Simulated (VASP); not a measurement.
Si2Mo:

```
CELL_PARAMETERS angstrom
-1.56734 1.56734 3.85026
1.56734 -1.56734 3.85026
1.56734 1.56734 -3.85026
ATOMIC_POSITIONS crystal
Mo 0.00000 0.00000 0.00000
Si 0.66700 0.66700 0.00000
Si 0.33300 0.33300 0.00000
```

Base run:

| Quantity | Value |
| --- | --- |
| Program | VASP 6.6.1 |
| Functional | r2SCAN |
| Potentials or basis | VASP PAW PBE potentials, release 64 (Mo_sv, Si) |
| Cutoff | 520 eV |
| k mesh | 12 × 12 × 12 |
| Occupations | fermi-dirac, width 0.05 eV |
| Spin | no spin polarisation |

Its results: band gap on the k mesh zero (bands 11 and 12 overlap by 1.15 eV); pressure 14.5 GPa; largest force 0.231 eV/Å.

**Question.** The run is repeated on the same cell with these changes: functional from r2SCAN to LDA; potentials or basis from VASP PAW PBE potentials, release 64 (Mo_sv, Si) to VASP PAW LDA potentials, release 64 (Mo_sv, Si). What comes out?

**Answer.** Band gap on the k mesh zero (bands 11 and 12 overlap by 1.06 eV); pressure 9.0 GPa; largest force 0.265 eV/Å.

Caveats: the cell stands under pressure; the PAW data sets were made with another functional, which shifts forces and pressure a little (at least some runs).
